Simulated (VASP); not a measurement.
# AlClF2 (P4/mmm) in VASP: single point with PBE

Aim: the single point of AlClF2 with PBE.

All numbers are computed with VASP 6.6.1; they aren't measurements. Logs are shortened: lines on timing, memory, paths and dates and some standing lists are left out, and cuts for length are marked.

### Step 1. The cell of the first run

The structure is tetragonal, space group P4/mmm (No. 123). Conventional cell: a = 4.032 Å, b = 4.032 Å, c = 4.493 Å, α = 90.00°, β = 90.00°, γ = 90.00°. Within 2.0 Å of Al (site symmetry 4/mmm) lie 2 F at 1.52 Å. Within 3.8 Å of Cl (site symmetry 4/mmm) lie 4 Al at 2.85 Å and 8 F at 3.23 Å. Within 1.9 Å of F (site symmetry 4mm) lie 1 F at 1.45 Å and 1 Al at 1.52 Å.

### Step 2. Single point, PBE

Contents of INCAR:

```
ALGO = Normal ; EDIFF = 1E-7
ENCUT = 520 ; GGA = PE
ISIF = 2 ; ISMEAR = 0
LASPH = T ; LCHARG = F
LREAL = F ; LWAVE = F
NBANDS = 20 ; NELM = 100
PREC = Accurate ; SIGMA = 0.1
```

Contents of KPOINTS:

```
k-points
0
Gamma
  4 4 4
```

Contents of POSCAR:

```
AlClF2
1.0
    4.0316691800      0.0000000000      0.0000000000
    0.0000000000      4.0316691800      0.0000000000
    0.0000000000      0.0000000000      4.4929667400
Al Cl F
1 1 2
Direct
    0.5000000000      0.5000000000      0.0000000000
    0.0000000000      0.0000000000      0.0000000000
    0.5000000000      0.5000000000      0.6616495200
    0.5000000000      0.5000000000      0.3383504800
```

Potentials or basis: VASP PAW PBE potentials, release 64 (Al, Cl, F).

Command:

```console
cat potpaw_PBE.64/Al/POTCAR potpaw_PBE.64/Cl/POTCAR potpaw_PBE.64/F/POTCAR > POTCAR
mpirun -np 1 vasp_std > vasp.out
```

OUTCAR:

```text
EDIFF = 1E-7
   ENCUT = 520
   GGA = PE
   ISIF = 2
   ISMEAR = 0
   LASPH = T
   LREAL = F
   NELM = 100
   PREC = Accurate

 ion  position               nearest neighbor table
   1  0.500  0.500  0.000-   3 1.52   4 1.52   2 2.85   2 2.85   2 2.85   2 2.85
   2  0.000  0.000  0.000-   1 2.85   1 2.85   1 2.85   1 2.85
   3  0.500  0.500  0.662-   4 1.45   1 1.52
   4  0.500  0.500  0.338-   3 1.45   1 1.52

  LATTYP: Found a simple tetragonal cell.
 ALAT       =     4.0316691800
 C/A-ratio  =     1.1144185049

  Lattice vectors:

 A1 = (   4.0316691800,   0.0000000000,   0.0000000000)
 A2 = (   0.0000000000,   4.0316691800,   0.0000000000)
 A3 = (   0.0000000000,   0.0000000000,   4.4929667400)

Analysis of symmetry for initial positions (statically):
=====================================================================
 Subroutine PRICEL returns:
 Original cell was already a primitive cell.

 Routine SETGRP: Setting up the symmetry group for a
 simple tetragonal supercell.

 Subroutine GETGRP returns: Found 16 space group operations
 (whereof 16 operations were pure point group operations)
 out of a pool of 16 trial point group operations.

The static configuration has the point symmetry D_4h.

Analysis of symmetry for dynamics (positions and initial velocities):
=====================================================================
 Subroutine PRICEL returns:
 Original cell was already a primitive cell.

 Routine SETGRP: Setting up the symmetry group for a
 simple tetragonal supercell.

 Subroutine GETGRP returns: Found 16 space group operations
 (whereof 16 operations were pure point group operations)
 out of a pool of 16 trial point group operations.

The dynamic configuration has the point symmetry D_4h.

 Subroutine INISYM returns: Found 16 space group operations
 (whereof 16 operations are pure point group operations),
 and found     1 'primitive' translations

----------------------------------------------------------------------------------------

                                     Primitive cell

  volume of cell :      73.0303

[... 79 lines left out ...]
   ISPIN  =      1    spin polarized calculation?
   LNONCOLLINEAR =      F non collinear calculations
   LSORBIT =      F    spin-orbit coupling
   LASPH  =      T    aspherical Exc in radial PAW
   ENCUT  =  520.0 eV  38.22 Ry    6.18 a.u.   7.50  7.50  8.35*2*pi/ulx,y,z
   NELM   =    100;   NELMIN=  2; NELMDL= -5     # of ELM steps
   EDIFF  = 0.1E-06   stopping-criterion for ELM
   LREAL  =      F    real-space projection
   EDIFFG = 0.1E-05   stopping-criterion for IOM
   NSW    =      0    number of steps for IOM
   IBRION =     -1    ionic relax: 0-MD 1-quasi-New 2-CG
   NFREE  =      0    steps in history (QN), initial steepest desc. (CG)
   ISIF   =      2    stress and relaxation
   ISYM   =      2    0-nonsym 1-usesym 2-fastsym
   POTIM  = 0.5000    time-step for ionic-motion
   TEBEG  =    0.0;   TEEND  =   0.0 temperature during run
   PSTRESS=    0.0 pullay stress
   NELECT =      24.0000    total number of electrons
   NUPDOWN=      -1.0000    fix difference up-down
   EMIN   =  10.00;   EMAX   =-10.00  energy-range for DOS
   EFERMI =   0.00;   METHOD = LEGACY
   ISMEAR =     0;   SIGMA  =   0.10  broadening in eV -4-tet -1-fermi 0-gaus
   EFERMI_NEDOS =   21; number of points for ismear=-14 and -15
   IALGO  =     38    algorithm
   IMIX   =      4    mixing-type and parameters
     AMIX     =   0.40;   BMIX     =  1.00
     AMIX_MAG =   1.60;   BMIX_MAG =  1.00
  volume/ion in A,a.u.               =      18.26       123.21
  Fermi-wavevector in a.u.,A,eV,Ry     =   1.129738  2.134895 17.365212  1.276307
  Thomas-Fermi vector in A             =   2.266432
   LORBIT       =      0    0 simple, 1 ext, 2 COOP (PROOUT), +10 PAW based schemes
   GGA     = PE    functional components
   LHFCALC =     F    Hartree Fock is set to
   AEXX    =    0.0000 exact exchange contribution
   IVDW    =     0    specifies the selected vdW correction
   LEPSILON=     F    determine dielectric tensor
   LRPA    =     F    only Hartree local field effects (RPA)
 non-spin polarized calculation
 Gauss-broadening in eV      SIGMA  =   0.10
  energy-cutoff  :      520.00
  volume of cell :       73.03
 maximum number of plane-waves:      1985
 NGX is ok and might be reduce to    30
   NGX = 15   NGY = 15   NGZ = 17

 number of electron      23.9999980 magnetization

 Free energy of the ion-electron system (eV)
  ---------------------------------------------------
  ext. energy  EPLUGINS =         0.00000000
  ---------------------------------------------------
  free energy    TOTEN  =       -11.78160054 eV

  energy without entropy =      -11.78160054  energy(sigma->0) =      -11.78160054

 E-fermi :   2.1107     XC(G=0):  -8.1026

 val. band max:        1.5826458638   @ k =   0.0000   0.0000   0.0000
 cond. band min:       2.7650897655   @ k =   0.0000   0.0000   0.0000
 fundamental gap:      1.1824439017
 Fermi energy:         2.1107027735

 k-point     1 :       0.0000    0.0000    0.0000
  band No.  band energies     occupation
      1     -25.2642      2.00000
      2     -21.4836      2.00000
      3     -13.4230      2.00000
      4      -9.3031      2.00000
      5      -5.2967      2.00000
      6      -5.2967      2.00000
[... 403 lines left out ...]
     19      13.0648      0.00000
     20      13.8051      0.00000

------------------------ aborting loop because EDIFF is reached ----------------------------------------

  FORCE on cell =-STRESS in cart. coord.  units (eV):
  Direction    XX          YY          ZZ          XY          YZ          ZX
  --------------------------------------------------------------------------------------
  -------------------------------------------------------------------------------------
  Total       -1.8693426     -1.8693426     54.9086948      0.0000000      0.0000000      0.0000000
  in kB      -41.0106366    -41.0106366   1204.6162620      0.0000000      0.0000000      0.0000000
  external PRESSURE =     374.1983296 kB  Pullay stress =       0.0000000 kB

 VOLUME and BASIS-vectors are now :
 -----------------------------------------------------------------------------
  energy-cutoff  :      520.00
  volume of cell :       73.03
      direct lattice vectors                 reciprocal lattice vectors
     4.031669180  0.000000000  0.000000000     0.248036224  0.000000000  0.000000000
     0.000000000  4.031669180  0.000000000     0.000000000  0.248036224  0.000000000
     0.000000000  0.000000000  4.492966740     0.000000000  0.000000000  0.222570087

 POSITION                                       TOTAL-FORCE (eV/Angst)
 -----------------------------------------------------------------------------------
      2.01583      2.01583      0.00000         0.000000      0.000000     -0.000000
      0.00000      0.00000      0.00000         0.000000      0.000000     -0.000000
      2.01583      2.01583      2.97277         0.000000     -0.000000     15.564169
      2.01583      2.01583      1.52020         0.000000      0.000000    -15.564169
 -----------------------------------------------------------------------------------
    total drift:                                0.000000      0.000000      0.000000

  FREE ENERGIE OF THE ION-ELECTRON SYSTEM (eV)
  ---------------------------------------------------
  free  energy   TOTEN  =       -11.7816005371 eV

  energy  without entropy=      -11.7816005371  energy(sigma->0) =      -11.78160054
```

OSZICAR:

```text
N       E                     dE             d eps       ncg     rms          rms(c)
DAV:   1     0.143992964298E+03    0.14399E+03   -0.11953E+04   720   0.105E+03
DAV:   2    -0.582710488490E+01   -0.14982E+03   -0.14479E+03   976   0.246E+02
DAV:   3    -0.142965691690E+02   -0.84695E+01   -0.84449E+01   844   0.597E+01
DAV:   4    -0.143679258035E+02   -0.71357E-01   -0.71343E-01   864   0.635E+00
DAV:   5    -0.143688774070E+02   -0.95160E-03   -0.95157E-03   860   0.732E-01    0.108E+01
DAV:   6    -0.118804997603E+02    0.24884E+01   -0.12591E+01   796   0.230E+01    0.459E+00
DAV:   7    -0.118005133245E+02    0.79986E-01   -0.50359E-01   760   0.479E+00    0.219E+00
DAV:   8    -0.117795163903E+02    0.20997E-01   -0.70619E-02   816   0.187E+00    0.742E-01
DAV:   9    -0.117811587806E+02   -0.16424E-02   -0.64976E-03   832   0.650E-01    0.194E-01
DAV:  10    -0.117815024816E+02   -0.34370E-03   -0.64285E-04   820   0.184E-01    0.685E-02
DAV:  11    -0.117815835668E+02   -0.81085E-04   -0.13094E-04   824   0.877E-02    0.202E-02
DAV:  12    -0.117816006995E+02   -0.17133E-04   -0.29555E-05   832   0.395E-02    0.839E-03
DAV:  13    -0.117816003699E+02    0.32954E-06   -0.23690E-06   948   0.115E-02    0.380E-03
DAV:  14    -0.117816005579E+02   -0.18797E-06   -0.52089E-07   820   0.552E-03    0.102E-03
DAV:  15    -0.117816005371E+02    0.20815E-07   -0.43755E-08   532   0.163E-03
   1 F= -.11781601E+02 E0= -.11781601E+02  d E =-.135918E-14
```

stdout:

```text
POSCAR found type information on POSCAR AlClF
 POSCAR found :  3 types and       4 ions
 scaLAPACK will be used
 LDA part: xc-table for (Slater+PW92), standard interpolation
 POSCAR, INCAR and KPOINTS ok, starting setup
 FFT: planning ... GRIDC
 FFT: planning ... GRID_SOFT
 FFT: planning ... GRID
 WAVECAR not read
 entering main loop
```

Wall time 40 s (1 thread of Intel Xeon 8259CL, shared host); peak memory 0.18 GiB.

Results:

| Item | Value |
| --- | --- |
| Free energy | -11.7816 eV |
| Pressure | 37.4 GPa |
| Largest force | 15.564 eV/Å |
| Band gap on the k mesh | 1.18 eV, direct |

Forces on the atoms (eV/Å):
```
Al    0.000   0.000   0.000
Cl    0.000   0.000   0.000
F     0.000   0.000  15.564
F     0.000   0.000 -15.564
```

Stress tensor (GPa, compression positive):
```
 -4.10   0.00   0.00
  0.00  -4.10   0.00
  0.00   0.00 120.46
```

Levels at points of the mesh, in eV from the valence-band top:
| k point | band 9 | band 10 | band 11 | band 12 | band 13 | band 14 | band 15 | band 16 |
| --- | --- | --- | --- | --- | --- | --- | --- | --- |
| (0.00, 0.00, 0.00) | -3.03 | -3.03 | -2.53 | 0.00 | 1.18 | 5.09 | 6.22 | 8.11 |
| (0.50, 0.00, 0.00) | -4.07 | -3.07 | -2.12 | -0.04 | 3.76 | 4.83 | 5.49 | 7.62 |
| (0.50, 0.50, 0.00) | -3.74 | -3.74 | -2.29 | -0.03 | 2.16 | 7.21 | 7.21 | 8.13 |
| (0.00, 0.00, 0.50) | -2.92 | -2.63 | -2.63 | -1.99 | 2.80 | 5.46 | 6.91 | 8.55 |
| (0.50, 0.00, 0.50) | -4.31 | -3.04 | -2.53 | -0.87 | 4.22 | 5.73 | 5.93 | 6.27 |
| (0.50, 0.50, 0.50) | -2.83 | -2.83 | -2.61 | -1.91 | 3.60 | 7.59 | 7.59 | 7.85 |

Caveat: forces of over 1 eV/Å act on the atoms, so gaps and moduli don't describe the material at rest.
